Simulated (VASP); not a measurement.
# W (Fd-3m) in VASP: notebook, part 2 of 2

VASP 6.6.1.

**4. Single point, LDA (25.16 Å³/atom)**

This run uses another cell than the first one, of 25.16 Å³/atom.

File INCAR:

```
PREC = Accurate
ENCUT = 520
EDIFF = 1E-7
ISMEAR = -1
SIGMA = 0.1
LREAL = F
LASPH = T
NELM = 60
ALGO = Normal
ISIF = 2
LWAVE = F
LCHARG = F
GGA = CA
NBANDS = 21
```

File KPOINTS:

```
regular mesh
0
Gamma
  11 11 11
```

File POSCAR:

```
W
1.0
    0.0000000000      2.9302625484      2.9302625484
    2.9302625484      0.0000000000      2.9302625484
    2.9302625484      2.9302625484      0.0000000000
W
2
Direct
    0.1250000000      0.1250000000      0.1250000000
    0.8750000000      0.8750000000      0.8750000000
```

Launch:

```sh
$ cat potpaw_LDA.64/W_sv/POTCAR > POTCAR
$ mpirun -np 1 vasp_std > vasp.out
```

Wall time 21 s (1 thread of Intel Xeon 6975P-C (Granite Rapids), shared host); peak memory 0.17 GiB.

Results (log left out):

```yaml
Free_energy: -22.6039 eV
Pressure: -8.2 GPa
Band_gap_on_the_k_mesh: zero (bands 14 and 15 overlap by 0.96 eV)
```

Levels at points of the mesh, in eV from the Fermi level:
```tsv
k point	band 11	band 12	band 13	band 14	band 15	band 16	band 17	band 18
(0.00, 0.00, 0.00)	-1.83	-1.05	-1.05	-1.05	1.50	1.50	1.50	5.11
```

Caveat: the cell stands under tension; spin-orbit coupling is left out, which moves the levels of the heavy elements.

**5. Single point, LDA (26.09 Å³/atom)**

This run uses another cell than the first one, of 26.09 Å³/atom.

File INCAR:

```
SYSTEM = W
PREC     = Accurate       ! precision mode
ENCUT    = 520            ! plane-wave cutoff, eV
EDIFF    = 1E-6           ! SCF threshold, eV
ISMEAR   = -1             ! smearing method
SIGMA    = 0.1            ! smearing width, eV
LREAL    = .FALSE.        ! projectors in reciprocal space
LASPH    = .TRUE.         ! aspherical terms in the spheres
NELM     = 60             ! most SCF steps
ALGO     = Normal         ! electronic algorithm
ISIF     = 2              ! what is computed and relaxed
LWAVE    = .FALSE.        ! write WAVECAR
LCHARG   = .FALSE.        ! write CHGCAR
GGA      = CA             ! functional
NBANDS   = 21             ! bands
```

File KPOINTS:

```
regular mesh
0
G
  11 11 11
  0 0 0
```

File POSCAR:

```
W
1.0
    0.0000000000      2.9660009797      2.9660009797
    2.9660009797      0.0000000000      2.9660009797
    2.9660009797      2.9660009797      0.0000000000
W
2
Direct
    0.1250000000      0.1250000000      0.1250000000
    0.8750000000      0.8750000000      0.8750000000
```

Launch:

```sh
$ cat potpaw_LDA.64/W_sv/POTCAR > POTCAR
$ mpirun -np 1 vasp_std > vasp.out
```

Run time: 20 s. Hardware: 1 thread of Intel Xeon 6975P-C (Granite Rapids), shared host; peak memory 0.17 GiB.

Results (log left out):

```yaml
Free_energy: -22.4877 eV
Pressure: -11.8 GPa
Band_gap_on_the_k_mesh: zero (bands 14 and 15 overlap by 0.96 eV)
```

Levels at points of the mesh, in eV from the Fermi level:
```tsv
k point	band 10	band 11	band 12	band 13	band 14	band 15	band 16	band 17	band 18	band 19
(0.00, 0.00, 0.00)	-1.71	-1.71	-1.01	-1.01	-1.01	1.45	1.45	1.45	4.89	4.89
```

Caveat: the cell stands under tension; spin-orbit coupling is left out, which moves the levels of the heavy elements.

**6. Relaxation of cell and atoms, LDA**

This run uses another cell than the first one, of 21.39 Å³/atom.

File INCAR:

```
SYSTEM = W
PREC = Accurate
ENCUT = 600
EDIFF = 1E-7
ISMEAR = -1
SIGMA = 0.1
LREAL = .False.
LASPH = .True.
NELM = 60
ALGO = Normal
ISIF = 3
LWAVE = .False.
LCHARG = .False.
IBRION = 2
NSW = 80
EDIFFG = -0.01
```

File KPOINTS:

```
Automatic mesh
0
Gamma
  10 10 10
  0 0 0
```

File POSCAR:

```
W
1.0
    0.0000000000      2.7760741367      2.7760741367
    2.7760741367      0.0000000000      2.7760741367
    2.7760741367      2.7760741367      0.0000000000
W
2
Direct
    0.1250000000      0.1250000000      0.1250000000
    0.8750000000      0.8750000000      0.8750000000
```

Potentials or basis: VASP PAW LDA potentials, release 64 (W_sv).

Launch:

```sh
$ cat potpaw_LDA.64/W_sv/POTCAR > POTCAR
$ mpirun -np 1 vasp_std > vasp.out
```

OUTCAR:

```text
SYSTEM = W
   PREC = Accurate
   ENCUT = 600
   EDIFF = 1E-7
   ISMEAR = -1
   LREAL = .False.
   LASPH = .True.
   NELM = 60
   ISIF = 3
   IBRION = 2
   NSW = 80
   EDIFFG = -0.01

 ion  position               nearest neighbor table
   1  0.125  0.125  0.125-   2 2.40   2 2.40   2 2.40   2 2.40
   2  0.875  0.875  0.875-   1 2.40   1 2.40   1 2.40   1 2.40

  LATTYP: Found a face centered cubic cell.
 ALAT       =     5.5521482734

  Lattice vectors:

 A1 = (   0.0000000000,   2.7760741367,   2.7760741367)
 A2 = (   2.7760741367,   0.0000000000,   2.7760741367)
 A3 = (   2.7760741367,   2.7760741367,   0.0000000000)

Analysis of symmetry for initial positions (statically):
=====================================================================
 Subroutine PRICEL returns:
 Original cell was already a primitive cell.

 Routine SETGRP: Setting up the symmetry group for a
 face centered cubic supercell.

 Subroutine GETGRP returns: Found 48 space group operations
 (whereof 12 operations were pure point group operations)
 out of a pool of 48 trial point group operations.

The static configuration has the point symmetry D_3d.
 The point group associated with its full space group is O_h .

Analysis of symmetry for dynamics (positions and initial velocities):
=====================================================================
 Subroutine PRICEL returns:
 Original cell was already a primitive cell.

 Routine SETGRP: Setting up the symmetry group for a
 face centered cubic supercell.

 Subroutine GETGRP returns: Found 48 space group operations
 (whereof 12 operations were pure point group operations)
 out of a pool of 48 trial point group operations.

The dynamic configuration has the point symmetry D_3d.
 The point group associated with its full space group is O_h .

 Subroutine INISYM returns: Found 48 space group operations
 (whereof 12 operations are pure point group operations),
[... 138 lines left out ...]
 Free energy of the ion-electron system (eV)
  ---------------------------------------------------
  ext. energy  EPLUGINS =         0.00000000
  ---------------------------------------------------
  free energy    TOTEN  =       -22.50072540 eV

  energy without entropy =      -22.41900460  energy(sigma->0) =      -22.45986500

------------------------ aborting loop because EDIFF is reached ----------------------------------------

  FORCE on cell =-STRESS in cart. coord.  units (eV):
  Direction    XX          YY          ZZ          XY          YZ          ZX
  --------------------------------------------------------------------------------------
  -------------------------------------------------------------------------------------
  Total        4.1415225      4.1415225      4.1415225      0.0000000     -0.0000000      0.0000000
  in kB      155.0770143    155.0770143    155.0770143      0.0000000     -0.0000000      0.0000000
  external PRESSURE =     155.0770143 kB  Pullay stress =       0.0000000 kB
[... 89 lines left out ...]
  FREE ENERGIE OF THE ION-ELECTRON SYSTEM (eV)
  ---------------------------------------------------
  free  energy   TOTEN  =       -22.6887432157 eV

  energy  without entropy=      -22.5953661508  energy(sigma->0) =      -22.64205468

[... ionic steps 4 to 13 ...]

--------------------------------------- Ionic step       14  -------------------------------------------

 number of electron      27.9999998 magnetization

------------------------ aborting loop because EDIFF is reached ----------------------------------------
[... 67 lines left out ...]
--------------------------------------- Ionic step       16  -------------------------------------------

 number of electron      27.9999998 magnetization

 Free energy of the ion-electron system (eV)
  ---------------------------------------------------
  ext. energy  EPLUGINS =         0.00000000
  ---------------------------------------------------
  free energy    TOTEN  =       -22.68945235 eV

  energy without entropy =      -22.59674304  energy(sigma->0) =      -22.64309770

 E-fermi :   5.5660     XC(G=0): -11.2635

 val. band max:        5.5632712353   @ k =  -0.3000   0.2000   0.0000
 cond. band min:       5.5831591543   @ k =  -0.4000   0.4000   0.1000
 fundamental gap:      0.0198879190
 Fermi energy:         5.5659599705

 k-point     1 :       0.0000    0.0000    0.0000
  band No.  band energies     occupation
      1     -67.1703      2.00000
      2     -66.7771      2.00000
      3     -32.0623      2.00000
      4     -32.0623      2.00000
      5     -32.0623      2.00000
      6     -31.0041      2.00000
[... 481 lines left out ...]
      5     -31.7882      2.00000
      6     -31.2993      2.00000
[... 10 lines left out ...]
     17       8.2681      0.00000
     18       8.8690      0.00000

 [... further k-points ...]

------------------------ aborting loop because EDIFF is reached ----------------------------------------

  FORCE on cell =-STRESS in cart. coord.  units (eV):
  Direction    XX          YY          ZZ          XY          YZ          ZX
  --------------------------------------------------------------------------------------
  -------------------------------------------------------------------------------------
  Total        0.0136063      0.0136063      0.0136063      0.0000000      0.0000000     -0.0000000
  in kB        0.4640479      0.4640479      0.4640479      0.0000000      0.0000000     -0.0000000
  external PRESSURE =       0.4640479 kB  Pullay stress =       0.0000000 kB
[... 17 lines left out ...]
  FREE ENERGIE OF THE ION-ELECTRON SYSTEM (eV)
  ---------------------------------------------------
  free  energy   TOTEN  =       -22.6894523541 eV

  energy  without entropy=      -22.5967430434  energy(sigma->0) =      -22.64309770

 reached required accuracy - stopping structural energy minimisation
```

OSZICAR:

```text
N       E                     dE             d eps       ncg     rms          rms(c)
DAV:   1     0.318010296277E+03    0.31801E+03   -0.19193E+04  1692   0.190E+03
DAV:   2    -0.125826345442E+02   -0.33059E+03   -0.32584E+03  1952   0.526E+02
[... 101 lines left out ...]
  15 F= -.22689444E+02 E0= -.22643106E+02  d E =-.122333E-04
       N       E                     dE             d eps       ncg     rms          rms(c)
DAV:   1    -0.226894846670E+02   -0.40515E-04   -0.75592E-04  1946   0.338E-01    0.631E-02
DAV:   2    -0.226894554087E+02    0.29258E-04   -0.77317E-05  1840   0.792E-02    0.118E-02
DAV:   3    -0.226894523734E+02    0.30354E-05   -0.12123E-05  2056   0.316E-02    0.109E-02
DAV:   4    -0.226894523782E+02   -0.48803E-08   -0.12384E-06  1348   0.815E-03    0.115E-03
DAV:   5    -0.226894523541E+02    0.24119E-07   -0.60136E-07  1520   0.682E-03
  16 F= -.22689452E+02 E0= -.22643098E+02  d E =-.204339E-04
```

Wall time 1.9 min (1 thread of Intel Xeon 6975P-C (Granite Rapids), shared host); peak memory 0.17 GiB.

Results:

```yaml
Free_energy: -22.6895 eV
Relaxed_volume: 23.49 Å³/atom
Relaxed_cell: a = 4.050 Å, b = 4.050 Å, c = 4.050 Å, α = 60.00°, β = 60.00°, γ = 60.00°
Space_group_after_relaxing_to_0.1_Å: Fd-3m (No. 227)
Energy_gained_by_relaxing: 94.4 meV/atom
Ionic_steps: 16
Pressure_after_relaxing: 0.0 GPa
Band_gap_on_the_k_mesh: zero (bands 14 and 15 overlap by 0.83 eV)
```

Step by step:
| step | energy change (eV) | largest force (eV/Å) | pressure (GPa) | volume (Å³) |
| --- | --- | --- | --- | --- |
| 1 | 0.0000 | 0.0000 | 15.51 | 42.79 |
| 2 | 0.4681 | 0.0000 | -18.10 | 56.94 |
| 3 | -0.1880 | 0.0000 | -0.81 | 47.28 |
| 4 | -0.1887 | 0.0000 | -0.08 | 47.03 |
| 5 | -0.1887 | 0.0000 | 0.17 | 46.94 |
| 6 | -0.1887 | 0.0000 | 0.17 | 46.94 |
| 7 | -0.1887 | 0.0000 | 0.16 | 46.95 |
| 8 | -0.1887 | 0.0000 | 0.15 | 46.95 |
| 9 | -0.1887 | 0.0000 | 0.15 | 46.95 |
| 10 | -0.1887 | 0.0000 | 0.15 | 46.95 |
| 11 | -0.1887 | 0.0000 | 0.16 | 46.95 |
| 12 | -0.1887 | 0.0000 | 0.15 | 46.95 |
| 13 | -0.1887 | 0.0000 | 0.15 | 46.95 |
| 14 | -0.1887 | 0.0000 | 0.14 | 46.95 |
| 15 | -0.1887 | 0.0000 | 0.12 | 46.96 |
| 16 | -0.1887 | 0.0000 | 0.05 | 46.98 |

Final structure:
```
W
1.0
     0.00000    2.86386    2.86386
     2.86386    0.00000    2.86386
     2.86386    2.86386    0.00000
W
2
Direct
  0.12500 0.12500 0.12500
  0.87500 0.87500 0.87500
```

Caveat: spin-orbit coupling is left out, which moves the levels of the heavy elements.

**7. Summary**

```tsv
task	cell	k mesh	cutoff (eV)	gap on the mesh (eV)	pressure (GPa)
single point	a = 4.039 Å, angles 60.0°, 2 atoms	11 × 11 × 11	520	none	1.2
single point	a = 4.092 Å, angles 60.0°, 2 atoms	11 × 11 × 11	520	none	-4.0
single point	a = 4.144 Å, angles 60.0°, 2 atoms	11 × 11 × 11	520	none	-8.2
single point	a = 4.195 Å, angles 60.0°, 2 atoms	11 × 11 × 11	520	none	-11.8
relaxation of cell and atoms	relaxed from a = 3.926 Å, angles 60.0°, 2 atoms	10 × 10 × 10	600	none	0.0
```

Alike in all rows: level LDA; potentials or basis VASP PAW LDA potentials, release 64 (W_sv); no spin polarisation; smearing fermi-dirac 0.1 eV.

Caveats: spin-orbit coupling is left out, which moves the levels of the heavy elements; the cell stands under tension (at least some runs).

Absolute energies hang on the potentials; compare differences alone.
